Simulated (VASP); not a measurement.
# Ho2O (I4_122) in VASP: relaxation of cell and atoms with PBE

Aim: the relaxation of cell and atoms of Ho2O with PBE.

All numbers are computed with VASP 6.6.1; they aren't measurements. Logs are shortened: lines on timing, memory, paths and dates and some standing lists are left out, and cuts for length are marked.

## Step 1: The cell of the first run

The structure is tetragonal, space group I4_122 (No. 98). The conventional cell has a = 7.510 Å, b = 7.510 Å, c = 4.415 Å, α = 90.00°, β = 90.00°, γ = 90.00°. Within 3.0 Å of Ho (site symmetry 2) lie 2 Ho at 2.28 Å and 2 O at 2.55 Å. O (site symmetry 222) has 8 Ho at 2.55 to 3.37 Å within 3.4 Å.

The cell was generated, and may not be a known phase.

## Step 2: Relaxation of cell and atoms, PBE

Contents of INCAR:

```
PREC = Accurate
ENCUT = 600
EDIFF = 1E-7
ISMEAR = 0
SIGMA = 0.2
LREAL = F
LASPH = T
NELM = 200
ALGO = Normal
ISIF = 3
LWAVE = F
LCHARG = F
GGA = PE
IBRION = 2
NSW = 36
EDIFFG = -0.08
GGA_COMPAT = F
NELMIN = 4
LMAXMIX = 6
```

Contents of KPOINTS:

```
regular mesh
0
Gamma
  4 4 4
```

Contents of POSCAR:

```
Ho2O
1.0
   -3.7547884300      3.7547884300      2.2074519600
    3.7547884300     -3.7547884300      2.2074519600
    3.7547884300      3.7547884300     -2.2074519600
Ho O
4 2
Direct
    0.3750000000      0.5632931000      0.6882931000
    0.3132931000      0.1250000000      0.6882931000
    0.8750000000      0.6867069000      0.3117069000
    0.4367069000      0.6250000000      0.3117069000
    0.7500000000      0.2500000000      0.5000000000
    0.0000000000      0.0000000000      0.0000000000
```

Potentials or basis: VASP PAW PBE potentials, release 64 (Ho_3, O), 4f in core.

Command:

```
$ cat potpaw_PBE.64/Ho_3/POTCAR potpaw_PBE.64/O/POTCAR > POTCAR
$ mpirun -np 1 vasp_std > vasp.out
```

OUTCAR:

```text
PREC = Accurate
   ENCUT = 600
   EDIFF = 1E-7
   ISMEAR = 0
   LREAL = F
   LASPH = T
   NELM = 200
   ISIF = 3
   GGA = PE
   IBRION = 2
   NSW = 36
   EDIFFG = -0.08
   NELMIN = 4

 ion  position               nearest neighbor table
   1  0.375  0.563  0.688-   4 2.28   2 2.28   6 2.55   5 2.55   4 3.49   2 3.49   3 3.59   3 3.59

   2  0.313  0.125  0.688-   3 2.28   1 2.28   5 2.55   6 2.55   3 3.49   1 3.49   4 3.59   4 3.59

   3  0.875  0.687  0.312-   2 2.28   4 2.28   5 2.55   6 2.55   4 3.49   2 3.49   1 3.59   1 3.59

   4  0.437  0.625  0.312-   1 2.28   3 2.28   5 2.55   6 2.55   1 3.49   3 3.49   2 3.59   2 3.59

   5  0.750  0.250  0.500-   1 2.55   2 2.55   3 2.55   4 2.55
   6  0.000  0.000  0.000-   4 2.55   2 2.55   3 2.55   1 2.55

  LATTYP: Found a body centered tetragonal cell.
 ALAT       =     7.5095768600
 C/A-ratio  =     0.5879031538

  Lattice vectors:

 A1 = (  -3.7547884300,   3.7547884300,   2.2074519600)
 A2 = (   3.7547884300,  -3.7547884300,   2.2074519600)
 A3 = (   3.7547884300,   3.7547884300,  -2.2074519600)

Analysis of symmetry for initial positions (statically):
=====================================================================
 Subroutine PRICEL returns:
 Original cell was already a primitive cell.

 Routine SETGRP: Setting up the symmetry group for a
 body centered tetragonal supercell.

 Subroutine GETGRP returns: Found  8 space group operations
 (whereof  4 operations were pure point group operations)
 out of a pool of 16 trial point group operations.

The static configuration has the point symmetry D_2 .
 The point group associated with its full space group is D_4 .

Analysis of symmetry for dynamics (positions and initial velocities):
=====================================================================
 Subroutine PRICEL returns:
 Original cell was already a primitive cell.

 Routine SETGRP: Setting up the symmetry group for a
 body centered tetragonal supercell.

 Subroutine GETGRP returns: Found  8 space group operations
 (whereof  4 operations were pure point group operations)
 out of a pool of 16 trial point group operations.

The dynamic configuration has the point symmetry D_2 .
 The point group associated with its full space group is D_4 .

 Subroutine INISYM returns: Found  8 space group operations
 (whereof  4 operations are pure point group operations),
 and found     1 'primitive' translations

----------------------------------------------------------------------------------------

                                     Primitive cell

  volume of cell :     124.4865

  direct lattice vectors                    reciprocal lattice vectors
    -3.754788430  3.754788430  2.207451960     0.000000000  0.133163295  0.226505496
     3.754788430 -3.754788430  2.207451960     0.133163295  0.000000000  0.226505496
     3.754788430  3.754788430 -2.207451960     0.133163295  0.133163295  0.000000000

  length of vectors
     5.750627484  5.750627484  5.750627484     0.262749315  0.262749315  0.188321338

  position of ions in fractional coordinates (direct lattice)
     0.375000000  0.563293100  0.688293100
     0.313293100  0.125000000  0.688293100
     0.875000000  0.686706900  0.311706900
     0.436706900  0.625000000  0.311706900
     0.750000000  0.250000000  0.500000000
     0.000000000  0.000000000  0.000000000

  ion indices of the primitive-cell ions
   primitive index   ion index
                 1           1
                 2           2
                 3           3
                 4           4
                 5           5
                 6           6

----------------------------------------------------------------------------------------

 KPOINTS: regular mesh

Automatic generation of k-mesh.
 Grid dimensions read from file:
 generate k-points for:    4    4    4

 Generating k-lattice:

  Cartesian coordinates                     Fractional coordinates (reciprocal lattice)
     0.000000000  0.033290824  0.056626374     0.250000000  0.000000000  0.000000000
     0.033290824  0.000000000  0.056626374     0.000000000  0.250000000  0.000000000
     0.033290824  0.033290824  0.000000000     0.000000000  0.000000000  0.250000000

  Length of vectors
     0.065687329  0.065687329  0.047080335

  Shift w.r.t. Gamma in fractional coordinates (k-lattice)
     0.000000000  0.000000000  0.000000000

 Subroutine IBZKPT returns following result:
 ===========================================

 Found     13 irreducible k-points:

 Following reciprocal coordinates:
            Coordinates               Weight
  0.000000  0.000000  0.000000      1.000000
  0.250000 -0.000000  0.000000      8.000000
  0.500000 -0.000000  0.000000      4.000000
  0.250000  0.250000  0.000000      8.000000
  0.500000  0.250000  0.000000     16.000000
 -0.250000  0.250000  0.000000      4.000000
  0.500000  0.500000  0.000000      2.000000
  0.250000  0.250000  0.250000      2.000000
 -0.250000  0.250000  0.250000      4.000000
  0.500000  0.500000  0.250000      4.000000
 -0.250000  0.500000  0.250000      8.000000
 -0.250000 -0.250000  0.250000      2.000000
  0.500000  0.500000  0.500000      1.000000
   k-points           NKPTS =     13   k-points in BZ     NKDIM =     13   number of bands    NBANDS=     28
   number of dos      NEDOS =    301   number of ions     NIONS =      6
   total plane-waves  NPLWV = 110592
   dimension x,y,z NGX =    48 NGY =   48 NGZ =   48
   dimension x,y,z NGXF=    96 NGYF=   96 NGZF=   96
   ions per type =               4   2
   NGX,Y,Z   is equivalent  to a cutoff of  13.88, 13.88, 13.88 a.u.
   NGXF,Y,Z  is equivalent  to a cutoff of  27.75, 27.75, 27.75 a.u.
 SYSTEM =  unknown system
   PREC   = accura    normal or accurate (medium, high low for compatibility)
   ISTART =      0    job   : 0-new  1-cont  2-samecut
   ICHARG =      2    charge: 1-file 2-atom 10-const
   ISPIN  =      1    spin polarized calculation?
   LNONCOLLINEAR =      F non collinear calculations
   LSORBIT =      F    spin-orbit coupling
   LASPH  =      T    aspherical Exc in radial PAW
   ENCUT  =  600.0 eV  44.10 Ry    6.64 a.u.  11.49 11.49 11.49*2*pi/ulx,y,z
   NELM   =    200;   NELMIN=  4; NELMDL= -5     # of ELM steps
   EDIFF  = 0.1E-06   stopping-criterion for ELM
   LREAL  =      F    real-space projection
   EDIFFG = -.8E-01   stopping-criterion for IOM
   NSW    =     36    number of steps for IOM
   IBRION =      2    ionic relax: 0-MD 1-quasi-New 2-CG
   NFREE  =      1    steps in history (QN), initial steepest desc. (CG)
   ISIF   =      3    stress and relaxation
   ISYM   =      2    0-nonsym 1-usesym 2-fastsym
   POTIM  = 0.5000    time-step for ionic-motion
   TEBEG  =    0.0;   TEEND  =   0.0 temperature during run
   PSTRESS=    0.0 pullay stress
   NELECT =      48.0000    total number of electrons
   NUPDOWN=      -1.0000    fix difference up-down
   EMIN   =  10.00;   EMAX   =-10.00  energy-range for DOS
   EFERMI =   0.00;   METHOD = LEGACY
   ISMEAR =     0;   SIGMA  =   0.20  broadening in eV -4-tet -1-fermi 0-gaus
   EFERMI_NEDOS =   21; number of points for ismear=-14 and -15
   IALGO  =     38    algorithm
   IMIX   =      4    mixing-type and parameters
     AMIX     =   0.40;   BMIX     =  1.00
     AMIX_MAG =   1.60;   BMIX_MAG =  1.00
  volume/ion in A,a.u.               =      20.75       140.01
  Fermi-wavevector in a.u.,A,eV,Ry     =   1.191556  2.251715 19.317634  1.419806
  Thomas-Fermi vector in A             =   2.327615
   LORBIT       =      0    0 simple, 1 ext, 2 COOP (PROOUT), +10 PAW based schemes
   GGA     = PE    functional components
   LHFCALC =     F    Hartree Fock is set to
   AEXX    =    0.0000 exact exchange contribution
   IVDW    =     0    specifies the selected vdW correction
   LEPSILON=     F    determine dielectric tensor
   LRPA    =     F    only Hartree local field effects (RPA)
 conjugate gradient relaxation of ions
 non-spin polarized calculation
 Gauss-broadening in eV      SIGMA  =   0.20
  energy-cutoff  :      600.00
  volume of cell :      124.49
 maximum number of plane-waves:      4184
 NGX is ok and might be reduce to    48
   NGX = 23   NGY = 23   NGZ = 23

--------------------------------------- Ionic step        1  -------------------------------------------

 number of electron      48.0000003 magnetization

 Free energy of the ion-electron system (eV)
  ---------------------------------------------------
  ext. energy  EPLUGINS =         0.00000000
  ---------------------------------------------------
  free energy    TOTEN  =       -24.55916785 eV

  energy without entropy =      -24.48296941  energy(sigma->0) =      -24.52106863

------------------------ aborting loop because EDIFF is reached ----------------------------------------

  FORCE on cell =-STRESS in cart. coord.  units (eV):
  Direction    XX          YY          ZZ          XY          YZ          ZX
  --------------------------------------------------------------------------------------
  -------------------------------------------------------------------------------------
  Total       18.5445163     18.5445163     -3.1745377     -0.0000000      0.0000000      0.0000000
  in kB      238.6733333    238.6733333    -40.8572265     -0.0000000      0.0000000      0.0000000
  external PRESSURE =     145.4964800 kB  Pullay stress =       0.0000000 kB
[... 67 lines left out ...]
--------------------------------------- Ionic step        3  -------------------------------------------

 number of electron      48.0000001 magnetization

 E-fermi :   2.7902     XC(G=0):  -9.4627

 val. band max:        2.7689978174   @ k =  -0.2500   0.2500   0.0000
 cond. band min:       2.8011110281   @ k =   0.5000   0.2500   0.0000
 fundamental gap:      0.0321132108
 Fermi energy:         2.7901866796

 k-point     1 :       0.0000    0.0000    0.0000
  band No.  band energies     occupation
      1     -22.3310      2.00000
      2     -22.1631      2.00000
      3     -22.1517      2.00000
      4     -22.1517      2.00000
      5     -21.8384      2.00000
      6     -21.7418      2.00000
[... 425 lines left out ...]
  FREE ENERGIE OF THE ION-ELECTRON SYSTEM (eV)
  ---------------------------------------------------
  free  energy   TOTEN  =       -32.3585066800 eV

  energy  without entropy=      -32.2233145775  energy(sigma->0) =      -32.29091063

[... ionic steps 4 to 12 ...]

--------------------------------------- Ionic step       13  -------------------------------------------

 number of electron      48.0000013 magnetization

------------------------ aborting loop because EDIFF is reached ----------------------------------------
[... 75 lines left out ...]
--------------------------------------- Ionic step       15  -------------------------------------------

 number of electron      48.0000003 magnetization

 Free energy of the ion-electron system (eV)
  ---------------------------------------------------
  ext. energy  EPLUGINS =         0.00000000
  ---------------------------------------------------
  free energy    TOTEN  =       -35.31279630 eV

  energy without entropy =      -35.19916489  energy(sigma->0) =      -35.25598059

 E-fermi :   4.8418     XC(G=0): -10.9847

 val. band max:        4.8063816085   @ k =   0.5000   0.5000   0.2500
 cond. band min:       4.8631800742   @ k =  -0.2500  -0.2500   0.2500
 fundamental gap:      0.0567984657
 Fermi energy:         4.8418259936

 k-point     1 :       0.0000    0.0000    0.0000
  band No.  band energies     occupation
      1     -20.4825      2.00000
      2     -19.8412      2.00000
      3     -19.8412      2.00000
      4     -19.8382      2.00000
      5     -18.9312      2.00000
      6     -18.9188      2.00000
[... 425 lines left out ...]
  FREE ENERGIE OF THE ION-ELECTRON SYSTEM (eV)
  ---------------------------------------------------
  free  energy   TOTEN  =       -35.3127962991 eV

  energy  without entropy=      -35.1991648906  energy(sigma->0) =      -35.25598059

 reached required accuracy - stopping structural energy minimisation
```

Wall time 25 min (1 thread of Intel Xeon Platinum 8259CL at 2.50GHz (Skylake/Cascade Lake), shared host); peak memory 0.38 GiB.

Results:

```
Free energy                           : -35.3128 eV
Relaxed volume                        : 18.63 Å³/atom
Relaxed cell                          : a = 6.267 Å, b = 6.267 Å, c = 6.267 Å, α = 93.33°, β = 93.33°, γ = 152.10°
Space group after relaxing (to 0.1 Å) : I4_1/amd (No. 141)
Energy gained by relaxing             : 1792.3 meV/atom
Ionic steps                           : 15
Pressure after relaxing               : -0.1 GPa
Largest force after relaxing          : 0.004 eV/Å
Band gap on the k mesh                : zero (bands 24 and 25 overlap by 0.73 eV)
```

Forces on the atoms (eV/Å):
```
Ho   0.004  0.000  0.000
Ho   0.000  0.004  0.000
Ho  -0.004  0.000  0.000
Ho   0.000 -0.004  0.000
O    0.000  0.000  0.000
O    0.000  0.000  0.000
```

Stress tensor (GPa, compression positive):
```
-0.04  0.00  0.00
 0.00 -0.04  0.00
 0.00  0.00 -0.14
```

The path:
```tsv
step	energy change (eV)	largest force (eV/Å)	pressure (GPa)	volume (Å³)
1	0.0000	9.4435	14.55	124.49
2	-7.7300	0.0901	-9.57	160.18
3	-7.7993	0.8570	-8.27	154.11
4	-9.3473	0.1027	-3.17	129.57
5	-9.6555	0.2334	0.61	119.47
6	-9.4196	1.2898	14.52	100.47
7	-9.7196	0.3707	2.62	115.28
8	-10.4379	0.4858	0.61	113.98
9	-10.6572	0.5034	-0.01	112.83
10	-10.3198	0.6483	1.50	109.50
11	-10.6969	0.5210	-0.10	112.29
12	-10.7037	0.5384	0.03	111.93
13	-10.7034	0.5328	-0.08	112.03
14	-10.7493	0.1550	-0.10	111.85
15	-10.7536	0.0037	-0.07	111.77
```

Final structure:
```xyz
6
Lattice="-4.3004 4.3004 1.5109 4.3004 -4.3004 1.5109 4.3004 4.3004 -1.5109" Properties=species:S:1:pos:R:3 pbc="T T T"
Ho    4.3002    2.1502    0.3777
Ho    2.1502    4.3002   -0.3777
Ho    0.0003    2.1502    1.8886
Ho    2.1502    0.0003    1.1331
O     0.0000    4.3004    0.7554
O     0.0000    0.0000    0.0000
```

Levels at points of the mesh, in eV from the Fermi level:
| k point | band 22 | band 23 | band 24 | band 25 | band 26 | band 27 |
| --- | --- | --- | --- | --- | --- | --- |
| (0.00, 0.00, 0.00) | -0.96 | -0.65 | -0.65 | -0.50 | -0.41 | 0.28 |
| (0.50, 0.00, 0.00) | -1.41 | -0.54 | -0.24 | 1.04 | 1.19 | 1.51 |
| (0.50, 0.50, 0.00) | -2.54 | -0.36 | -0.36 | -0.24 | -0.24 | 0.27 |
| (0.50, 0.50, 0.50) | -1.94 | -1.15 | -1.15 | 0.07 | 0.07 | 1.08 |

Caveat: the k points lie up to 0.55 Å⁻¹ apart in the final cell, too coarse for converged energies and pressures of a metal; the highest band is partly filled, so the run has too few bands; spin-orbit coupling is left out, which moves the levels of the heavy elements; the 4f electrons are frozen in the core, so they carry no moment and show no levels; the run has no spin polarisation, though such a crystal can be magnetic.

The gap in the log of VASP goes by the Fermi energy; the results here count the filled bands.